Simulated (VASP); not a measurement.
Set up this calculation in VASP 6.6.1, as the native input.

```yaml
Task: single point
Functional: PBE
Potentials_or_basis: VASP PAW PBE potentials, release 64 (Mg, O)
Cutoff: 520 eV
k_mesh: 10 × 10 × 10
Occupations: gaussian, width 0.02 eV
Spin: no spin polarisation
Dipole_correction: no
Further_INCAR_settings: ALGO = Normal; EDIFF = 1e-06; NBANDS = 11
```

The structure of MgO lies in POSCAR:

```
MgO
1.0
    0.0000000000      2.1267948325      2.1267948325
    2.1267948325      0.0000000000      2.1267948325
    2.1267948325      2.1267948325      0.0000000000
Mg O
1 1
Direct
    0.0000000000      0.0000000000      0.0000000000
    0.5000000000      0.5000000000      0.5000000000
```

One way to write it, as run:

INCAR

```
PREC = Accurate
ENCUT = 520
EDIFF = 1E-6
ISMEAR = 0
SIGMA = 0.02
LREAL = F
LASPH = T
NELM = 80
ALGO = Normal
ISIF = 2
LWAVE = F
LCHARG = F
GGA = PE
NBANDS = 11
```

KPOINTS

```
Automatic mesh
0
Gamma
  10 10 10
```

Potentials or basis: VASP PAW PBE potentials, release 64 (Mg, O).

The run is started by

```sh
$ cat potpaw_PBE.64/Mg/POTCAR potpaw_PBE.64/O/POTCAR > POTCAR
$ mpirun -np 1 vasp_std > vasp.out
```

It gave:

```json
{"Pressure": "-0.7 GPa", "Band gap on the k mesh": "4.45 eV"}
```

It took 18 s on 1 thread of AMD EPYC 7R13, on a shared host, peak memory 0.11 GiB.
